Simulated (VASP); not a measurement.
Set up this calculation in VASP 6.6.1, as the native input.

```
Task                   : single point
Functional             : LDA
Potentials or basis    : VASP PAW PBE potentials, release 64 (Lu)
Cutoff                 : 520 eV
k mesh                 : 11 × 11 × 6
Occupations            : gaussian, width 0.2 eV
Spin                   : no spin polarisation
Dipole correction      : no
Further INCAR settings : ALGO = Normal; EDIFF = 1e-07; NBANDS = 32
```

The structure of Lu lies in POSCAR:

```
Lu
1.0
    3.3823924653      0.0000000000      0.0000000000
   -1.6911962327      2.9292378005      0.0000000000
    0.0000000000      0.0000000000      5.2524129119
Lu
2
Direct
    0.3333333333      0.6666666667      0.2500000000
    0.6666666667      0.3333333333      0.7500000000
```

One way to write it, as run:

INCAR

```
SYSTEM = Lu
ALGO = Normal
EDIFF = 1E-7
ENCUT = 520
GGA = CA
ISIF = 2
ISMEAR = 0
LASPH = .True.
LCHARG = .False.
LREAL = .False.
LWAVE = .False.
NBANDS = 32
NELM = 100
PREC = Accurate
SIGMA = 0.2
```

KPOINTS

```
k-points
0
Gamma
  11 11 6
  0 0 0
```

Potentials or basis: VASP PAW PBE potentials, release 64 (Lu).

Command:

```sh
$ cat potpaw_PBE.64/Lu/POTCAR > POTCAR
$ mpirun -np 1 vasp_std > vasp.out
```

It gave:

```json
{"Pressure": "0.1 GPa", "Band gap on the k mesh": "zero (band 25 reaches 3.62 eV, above the bottom of band 26 at 1.71 eV)"}
```

Caveat: the PAW data sets were made with another functional, which shifts forces and pressure a little; spin-orbit coupling is left out, which moves the levels of the heavy elements.

It took 85 s on 1 thread of Intel(R) Xeon(R) Platinum 8259CL CPU @ 2.50GHz (Skylake/Cascade Lake), on a shared host, peak memory 0.22 GiB.
